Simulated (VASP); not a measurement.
A run of VASP 6.6.1:

The input INCAR:

```
SYSTEM = Mg3Sn2N2
  PREC = Accurate
  ENCUT = 520
  EDIFF = 1E-6
  ISMEAR = 0
  SIGMA = 0.2
  LREAL = .False.
  LASPH = .True.
  NELM = 60
  ALGO = Normal
  ISIF = 2
  LWAVE = .False.
  LCHARG = .False.
  GGA = PE
  NBANDS = 31
```

File KPOINTS:

```
regular mesh
0
Gamma
  3 3 4
  0 0 0
```

POSCAR

```
Mg3Sn2N2
1.0
    7.3921728367     -0.0000000033      0.0000000000
   -3.6960864155      6.4018094674      0.0000000000
    0.0000000000      0.0000000000      3.7120584779
Mg Sn N
3 2 2
Direct
    0.2376327321      0.0000000000      0.0000000000
    0.0000000000      0.2376327321      0.0000000000
    0.7623672679      0.7623672679      0.0000000000
    0.3333333333      0.6666666667      0.0000000000
    0.6666666667      0.3333333333      0.0000000000
    0.0000000000      0.0000000000      0.6707900251
    0.0000000000      0.0000000000      0.3292099749
```

Potentials or basis: VASP PAW PBE potentials, release 64 (Mg, Sn_d, N).

The run is started by

```bash
$ cat potpaw_PBE.64/Mg/POTCAR potpaw_PBE.64/Sn_d/POTCAR potpaw_PBE.64/N/POTCAR > POTCAR
$ mpirun -np 1 vasp_std > vasp.out
```

Hardware: 1 thread of Intel(R) Xeon(R) 6975P-C (Granite Rapids), on a shared host.

Problem. How long does it take, and how much memory?

Solution. Run time: 31 s on 1 thread of Intel(R) Xeon(R) 6975P-C (Granite Rapids), on a shared host, peak memory 0.29 GiB. Counts: scf iterations 15, k points 9.
